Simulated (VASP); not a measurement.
## Cd: relaxation of cell and atoms with PBEsol

The system is Cd.

```
CELL_PARAMETERS angstrom
3.85014 0.00000 0.00000
-1.92507 3.33432 0.00000
0.00000 0.00000 2.38709
ATOMIC_POSITIONS crystal
Cd 0.00000 0.00000 0.00000
Cd 0.33333 0.66667 0.50000
Cd 0.66667 0.33333 0.50000
```

This isn't the form of Cd at room conditions, which is hcp.

```
Program                : VASP 6.6.1
Task                   : relaxation of cell and atoms
Functional             : PBEsol
Potentials or basis    : VASP PAW PBE potentials, release 64 (Cd)
Cutoff                 : 600 eV
k mesh                 : 9 × 9 × 13
Occupations            : fermi-dirac, width 0.1 eV
Spin                   : no spin polarisation
Target pressure        : 310 GPa
Dipole correction      : no
Further INCAR settings : ALGO = Normal; EDIFF = 1e-07; IBRION = 2; EDIFFG = -0.005; NSW = 60; ISIF = 3
```

* Relaxed volume: 10.41 Å³/atom
* Relaxed cell: a = 3.914 Å, b = 3.914 Å, c = 2.353 Å, α = 90.00°, β = 90.00°, γ = 120.00°
* Space group after relaxing (to 0.1 Å): P6/mmm (No. 191)
* Energy change on relaxing (the run minimises the enthalpy): -409.0 meV/atom
* Ionic steps: 9
* Pressure after relaxing: 310.0 GPa
* Band gap on the k mesh: zero (bands 18 and 19 overlap by 3.29 eV)

The path:
| step | energy change (eV) | largest force (eV/Å) | pressure (GPa) | volume (Å³) |
| --- | --- | --- | --- | --- |
| 1 | 0.0000 | 0.0000 | 335.90 | 30.64 |
| 2 | -10.1869 | 0.0000 | 127.13 | 38.44 |
| 3 | -1.7836 | 0.0000 | 298.24 | 31.53 |
| 4 | -1.5063 | 0.0000 | 304.06 | 31.38 |
| 5 | -0.2280 | 0.0000 | 330.29 | 30.78 |
| 6 | -1.1747 | 0.0000 | 311.09 | 31.20 |
| 7 | -1.1840 | 0.0000 | 310.90 | 31.20 |
| 8 | -1.5092 | 0.0000 | 304.06 | 31.37 |
| 9 | -1.2269 | 0.0000 | 310.00 | 31.22 |

Final structure:
```
CELL_PARAMETERS angstrom
3.91402 0.00000 0.00000
-1.95701 3.38964 0.00000
0.00000 0.00000 2.35338
ATOMIC_POSITIONS crystal
Cd 0.00000 0.00000 0.00000
Cd 0.33333 0.66667 0.50000
Cd 0.66667 0.33333 0.50000
```

Levels at points of the mesh, in eV from the Fermi level:
```csv
k point,band 14,band 15,band 16,band 17,band 18,band 19,band 20,band 21,band 22
"(0.00, 0.00, 0.00)",-13.67,-11.51,-11.51,-0.45,-0.45,-0.43,-0.43,1.55,1.86
```

Wall time 10 min on 1 thread of AMD EPYC 7R13 (shared host), peak memory 0.17 GiB.

Caveat: the cell is relaxed towards a set pressure, so the run minimises the enthalpy, not the energy; the PAW data sets were made with another functional, which shifts forces and pressure a little.
